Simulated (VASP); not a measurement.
**Au: single point with LDA**

Crystal: Au.

```xyz
2
Lattice="3.9622 0.0000 0.0055 0.0000 5.6034 0.0035 -1.9791 1.4018 1.4830" Properties=species:S:1:pos:R:3 pbc="T T T"
Au    0.0000    2.8017    0.0017
Au    0.0000    0.0000    0.0000
```

```
Program             : VASP 6.6.1
Task                : single point
Functional          : LDA
Potentials or basis : VASP PAW LDA potentials, release 64 (Au)
Cutoff              : 500 eV
k mesh              : 9 × 6 × 23
Occupations         : gaussian, width 0.1 eV
Spin                : no spin polarisation
```

```
Pressure               : 2.0 GPa
Band gap on the k mesh : zero (band 11 reaches 14.33 eV, above the bottom of band 12 at 7.21 eV)
```

Stress tensor (GPa, compression positive):
```
2.40 0.12 0.03
0.12 3.11 0.03
0.03 0.03 0.37
```

Levels at points of the mesh, in eV from the Fermi level:
```tsv
k point	band 8	band 9	band 10	band 11	band 12	band 13	band 14	band 15
(0.00, 0.00, 0.00)	-3.12	-2.18	-1.71	-1.61	0.69	5.81	10.11	10.22
(0.00, 0.50, 0.00)	-3.64	-3.56	-3.56	-2.69	-2.69	14.72	14.72	15.12
```

Wall time 4.2 min on 1 thread of Intel Xeon 6975P-C, with other jobs on the host, peak memory 0.39 GiB.

Caveat: spin-orbit coupling is left out, which moves the levels of the heavy elements.
